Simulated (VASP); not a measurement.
# Ge (Cmmm) in VASP: single point with r2SCAN

Aim: the single point of Ge with r2SCAN.

Everything below comes from runs of VASP 6.6.1. Logs are shortened: lines on timing, memory, paths and dates and some standing lists are left out, and cuts for length are marked.

**1. The cell of the first run**

It takes space group Cmmm (No. 65, orthorhombic). The conventional cell has a = 2.560 Å, b = 4.765 Å, c = 3.214 Å, α = 90.00°, β = 90.00°, γ = 90.00°. Within 3.4 Å of Ge (site symmetry mmm) lie 8 Ge at 2.56 to 3.21 Å.

**2. Single point, r2SCAN**

Input file POSCAR:

```
Ge
1.0
    1.2801521997     -2.3827496407      0.0000000000
    1.2801521997      2.3827496407      0.0000000000
    0.0000000000      0.0000000000      3.2139666242
Ge
1
Direct
    0.5000000000      0.5000000000      0.0000000000
```

Input file INCAR.step1:

```
  ALGO = Normal
  EDIFF = 1E-4
  ENCUT = 520
  GGA = PE
  ISMEAR = 0
  LASPH = T
  LCHARG = F
  LREAL = F
  LWAVE = T
  NBANDS = 13
  NELM = 60
  PREC = Accurate
  SIGMA = 0.15
```

Input file INCAR.step2:

```
  ALGO = Normal
  EDIFF = 1E-6
  ENCUT = 520
  ISIF = 2
  ISMEAR = 0
  ISTART = 1
  LASPH = T
  LCHARG = T
  LELF = T
  LMIXTAU = T
  LREAL = F
  LVHAR = T
  LWAVE = F
  METAGGA = R2SCAN
  NBANDS = 13
  NELM = 60
  PREC = Accurate
  SIGMA = 0.15
```

Input file KPOINTS:

```
k-points
0
Gamma
  22 22 20
```

Potentials or basis: VASP PAW PBE potentials, release 64 (Ge_d).

Launch:

```bash
cat potpaw_PBE.64/Ge_d/POTCAR > POTCAR
cp INCAR.step1 INCAR
mpirun -np 1 vasp_std > vasp.out
cp INCAR.step2 INCAR
mpirun -np 1 vasp_std > vasp.out
```

OUTCAR:

```text
EDIFF = 1E-6
   ENCUT = 520
   ISIF = 2
   ISMEAR = 0
   ISTART = 1
   LASPH = T
   LREAL = F
   METAGGA = R2SCAN
   NELM = 60
   PREC = Accurate

 ion  position               nearest neighbor table
   1  0.500  0.500  0.000-

  LATTYP: Found a base centered orthorhombic cell.
 ALAT       =     2.5603043994
 B/A-ratio  =     1.8613018368
 C/A-ratio  =     1.2553064491

  Lattice vectors:

 A1 = (   1.2801521997,  -2.3827496407,   0.0000000000)
 A2 = (   1.2801521997,   2.3827496407,   0.0000000000)
 A3 = (   0.0000000000,   0.0000000000,   3.2139666242)

Analysis of symmetry for initial positions (statically):
=====================================================================
 Subroutine PRICEL returns:
 Original cell was already a primitive cell.

 Routine SETGRP: Setting up the symmetry group for a
 base centered orthorhombic supercell.

 Subroutine GETGRP returns: Found  8 space group operations
 (whereof  8 operations were pure point group operations)
 out of a pool of  8 trial point group operations.

The static configuration has the point symmetry D_2h.

Analysis of symmetry for dynamics (positions and initial velocities):
=====================================================================
 Subroutine PRICEL returns:
 Original cell was already a primitive cell.

 Routine SETGRP: Setting up the symmetry group for a
 base centered orthorhombic supercell.

 Subroutine GETGRP returns: Found  8 space group operations
 (whereof  8 operations were pure point group operations)
 out of a pool of  8 trial point group operations.

The dynamic configuration has the point symmetry D_2h.

 Subroutine INISYM returns: Found  8 space group operations
 (whereof  8 operations are pure point group operations),
 and found     1 'primitive' translations

----------------------------------------------------------------------------------------

                                     Primitive cell

  volume of cell :      19.6070

  direct lattice vectors                    reciprocal lattice vectors
     1.280152200 -2.382749641  0.000000000     0.390578558 -0.209841601  0.000000000
     1.280152200  2.382749641  0.000000000     0.390578558  0.209841601  0.000000000
     0.000000000  0.000000000  3.213966624     0.000000000  0.000000000  0.311141999

  length of vectors
     2.704863306  2.704863306  3.213966624     0.443379192  0.443379192  0.311141999

  position of ions in fractional coordinates (direct lattice)
     0.500000000  0.500000000  0.000000000

  ion indices of the primitive-cell ions
[... 83 lines left out ...]
   TEBEG  =    0.0;   TEEND  =   0.0 temperature during run
   PSTRESS=    0.0 pullay stress
   NELECT =      14.0000    total number of electrons
   NUPDOWN=      -1.0000    fix difference up-down
   EMIN   =  10.00;   EMAX   =-10.00  energy-range for DOS
   EFERMI =   0.00;   METHOD = LEGACY
   ISMEAR =     0;   SIGMA  =   0.15  broadening in eV -4-tet -1-fermi 0-gaus
   EFERMI_NEDOS =   21; number of points for ismear=-14 and -15
   IALGO  =     38    algorithm
   IMIX   =      4    mixing-type and parameters
     AMIX     =   0.40;   BMIX     =  1.00
     AMIX_MAG =   1.60;   BMIX_MAG =  1.00
  volume/ion in A,a.u.               =      19.61       132.31
  Fermi-wavevector in a.u.,A,eV,Ry     =   1.463234  2.765111 29.130796  2.141053
  Thomas-Fermi vector in A             =   2.579353
   LORBIT       =      0    0 simple, 1 ext, 2 COOP (PROOUT), +10 PAW based schemes
   METAGGA = R2SCAN    functional components
   LHFCALC =     F    Hartree Fock is set to
   AEXX    =    0.0000 exact exchange contribution
   IVDW    =     0    specifies the selected vdW correction
   LEPSILON=     F    determine dielectric tensor
   LRPA    =     F    only Hartree local field effects (RPA)
 non-spin polarized calculation
 Gauss-broadening in eV      SIGMA  =   0.15
  energy-cutoff  :      520.00
  volume of cell :       19.61
 maximum number of plane-waves:       544
   NGX = 11   NGY = 11   NGZ = 11

 number of electron      13.9999986 magnetization

 Free energy of the ion-electron system (eV)
  ---------------------------------------------------
  ext. energy  EPLUGINS =         0.00000000
  ---------------------------------------------------
  free energy    TOTEN  =       -13.13576504 eV

  energy without entropy =      -13.13079001  energy(sigma->0) =      -13.13327753

 E-fermi :   6.1739     XC(G=0): -11.9867

 val. band max:        6.1726174260   @ k =   0.0909  -0.0000   0.1000
 cond. band min:       6.1756784568   @ k =  -0.2273   0.0455   0.1500
 fundamental gap:      0.0030610308
 Fermi energy:         6.1738751664

 k-point     1 :       0.0000    0.0000    0.0000
  band No.  band energies     occupation
      1     -19.5101      2.00000
      2     -19.4644      2.00000
      3     -19.3797      2.00000
      4     -19.2673      2.00000
      5     -19.2408      2.00000
      6      -7.9147      2.00000
      7       7.1763      0.00000
      8      11.9583      0.00000
      9      17.6925      0.00000
     10      19.8916      0.00000
     11      22.5730      0.00000
     12      25.2060      0.00000
     13      25.5532      0.00000
[... 354 lines left out ...]
  band No.  band energies     occupation
      1     -19.5281      2.00000
      2     -19.3854      2.00000
      3     -19.2952      2.00000
      4     -19.2797      2.00000
      5     -19.1943      2.00000
      6      -2.0759      2.00000
      7       2.4581      2.00000
      8      11.5737      0.00000
      9      12.3870      0.00000
     10      16.8773      0.00000
     11      18.5647      0.00000
     12      19.3279      0.00000
     13      22.0093      0.00000

 [... further k-points ...]

------------------------ aborting loop because EDIFF is reached ----------------------------------------

  FORCE on cell =-STRESS in cart. coord.  units (eV):
  Direction    XX          YY          ZZ          XY          YZ          ZX
  --------------------------------------------------------------------------------------
  -------------------------------------------------------------------------------------
  Total        2.0472886      1.5732841     -1.4618827     -0.0000000      0.0000000      0.0000000
  in kB      167.2931953    128.5601482   -119.4570342     -0.0000000      0.0000000      0.0000000
  external PRESSURE =      58.7987698 kB  Pullay stress =       0.0000000 kB

 VOLUME and BASIS-vectors are now :
 -----------------------------------------------------------------------------
  energy-cutoff  :      520.00
  volume of cell :       19.61
      direct lattice vectors                 reciprocal lattice vectors
     1.280152200 -2.382749641  0.000000000     0.390578558 -0.209841601  0.000000000
     1.280152200  2.382749641  0.000000000     0.390578558  0.209841601  0.000000000
     0.000000000  0.000000000  3.213966624     0.000000000  0.000000000  0.311141999

 POSITION                                       TOTAL-FORCE (eV/Angst)
 -----------------------------------------------------------------------------------
      1.28015      0.00000      0.00000         0.000000      0.000000      0.000000
 -----------------------------------------------------------------------------------
    total drift:                               -0.000000      0.000000     -0.000000

  FREE ENERGIE OF THE ION-ELECTRON SYSTEM (eV)
  ---------------------------------------------------
  free  energy   TOTEN  =       -13.1357650420 eV

  energy  without entropy=      -13.1307900085  energy(sigma->0) =      -13.13327753
```

OSZICAR.step1:

```text
N       E                     dE             d eps       ncg     rms          rms(c)
DAV:   1     0.635886884465E+02    0.63589E+02   -0.71183E+03 40700   0.294E+03
DAV:   2     0.179100635324E+01   -0.61798E+02   -0.58969E+02 40033   0.412E+02
DAV:   3    -0.387287837254E+01   -0.56639E+01   -0.56355E+01 43923   0.729E+01
DAV:   4    -0.395734507120E+01   -0.84467E-01   -0.84452E-01 44778   0.968E+00
DAV:   5    -0.395822812305E+01   -0.88305E-03   -0.88304E-03 44748   0.110E+00    0.154E+00
DAV:   6    -0.394047271758E+01    0.17755E-01   -0.76461E-03 48117   0.178E+00    0.869E-01
DAV:   7    -0.393254967004E+01    0.79230E-02   -0.97658E-03 47711   0.165E+00    0.715E-02
DAV:   8    -0.393252161642E+01    0.28054E-04   -0.10476E-03 45636   0.586E-01    0.222E-02
DAV:   9    -0.393251750066E+01    0.41158E-05   -0.40111E-05 25929   0.140E-01
   1 F= -.39325175E+01 E0= -.39298558E+01  d E =-.532331E-02
```

Run time: 5.8 min. Hardware: 1 thread of Intel Xeon 6975P-C (Granite Rapids), shared host; peak memory 0.42 GiB.

What came out:

| Quantity | Value |
| --- | --- |
| Free energy | -13.1358 eV |
| Pressure | 5.9 GPa |
| Band gap on the k mesh | zero (bands 7 and 8 overlap by 5.94 eV) |

Caveat: the cell stands under pressure; the PAW data sets were made with another functional, which shifts forces and pressure a little.
